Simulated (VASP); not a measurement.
Set up this calculation in VASP 6.6.1, as the native input.

* Task: single point
* Functional: PBEsol
* Potentials or basis: VASP PAW PBE potentials, release 64 (Pd, Si, C)
* Cutoff: 520 eV
* k mesh: 3 × 3 × 3
* Occupations: gaussian, width 0.05 eV
* Spin: collinear spin
* Starting moments: [1.0, 0.0, 0.0, 0.0, 0.0, 0.0, 0.0, 0.0, 0.0, 0.0, 0.0, 0.0, 0.0, 0.0, 0.0, 0.0] μB
* Fixed moment: 1 μB
* Dipole correction: no
* Further INCAR settings: LREAL = Auto; ALGO = Normal; EDIFF = 1e-07; NBANDS = 53

The structure of Si7PdC8 lies in POSCAR:

```
Si7PdC8
1.0
    0.0000000000      4.3580000000      4.3580000000
    4.3580000000      0.0000000000      4.3580000000
    4.3580000000      4.3580000000      0.0000000000
Pd Si C
1 7 8
Direct
    0.9985120068      0.0014817106      0.0001348684
    0.9959776440      0.9993993439      0.5023713880
    0.9960239966      0.5039575895      0.9977614746
    0.9960195893      0.5039464916      0.5023744001
    0.5006153515      0.9994179348      0.9977393167
    0.5005922752      0.9994411165      0.5022896129
    0.5006409381      0.5039571230      0.9977444199
    0.4982886190      0.5017127018      0.5000509255
    0.1331292654      0.1365160330      0.1348897383
    0.1330554484      0.1364773051      0.5957024134
    0.1331867839      0.5970788001      0.1349118402
    0.1239869420      0.6264598039      0.6248269315
    0.5940531588      0.1364707605      0.1347536752
    0.6230374944      0.1274138327      0.6248083382
    0.6230746445      0.6264712122      0.1257393475
    0.6230697129      0.6264859288      0.6248020359
```

One way to write it, as run:

INCAR

```
SYSTEM = Si7PdC8
PREC     = Accurate       ! precision mode
ENCUT    = 520            ! plane-wave cutoff, eV
EDIFF    = 1E-7           ! SCF threshold, eV
ISMEAR   = 0              ! smearing method
SIGMA    = 0.05           ! smearing width, eV
LREAL    = Auto         
LASPH    = .TRUE.         ! aspherical terms in the spheres
NELM     = 150            ! most SCF steps
ALGO     = Normal         ! electronic algorithm
ISIF     = 2              ! what is computed and relaxed
LWAVE    = .FALSE.        ! write WAVECAR
LCHARG   = .FALSE.        ! write CHGCAR
ISPIN    = 2              ! spin polarisation
MAGMOM   = 1 0 0 0 0 0 0 0 0 0 0 0 0 0 0 0 ! initial moments
LORBIT   = 11             ! projections on sites
NUPDOWN  = 1.0            ! fixed moment
LMAXMIX  = 4              ! l up to which the mixer works
GGA      = PS             ! functional
NBANDS   = 53             ! bands
```

KPOINTS

```
regular mesh
0
G
  3 3 3
  0 0 0
```

Potentials or basis: VASP PAW PBE potentials, release 64 (Pd, Si, C).

Command:

```console
$ cat potpaw_PBE.64/Pd/POTCAR potpaw_PBE.64/Si/POTCAR potpaw_PBE.64/C/POTCAR > POTCAR
$ mpirun -np 1 vasp_std > vasp.out
```

It gave:

| Item | Value |
| --- | --- |
| Pressure | 7.5 GPa |
| Largest force | 0.280 eV/Å |
| Net moment | 1.00 μB per cell |
| Site moments | Pd +0.31; Si +0.00; C +0.06, +0.00 (each value once) μB |
| Valence electrons inside the program's atomic spheres | Pd 9.90; Si 1.71, 1.68 (each value once); C 2.49, 2.54 (each value once) |

Caveat: the k points lie up to 0.42 Å⁻¹ apart; the PAW data sets were made with another functional, which shifts forces and pressure a little; the total moment is fixed, so each spin has its own Fermi level.

Run time: 18 min on 1 thread of Oxide Virtual Turin-like Processor, with other jobs on the host, peak memory 0.45 GiB.
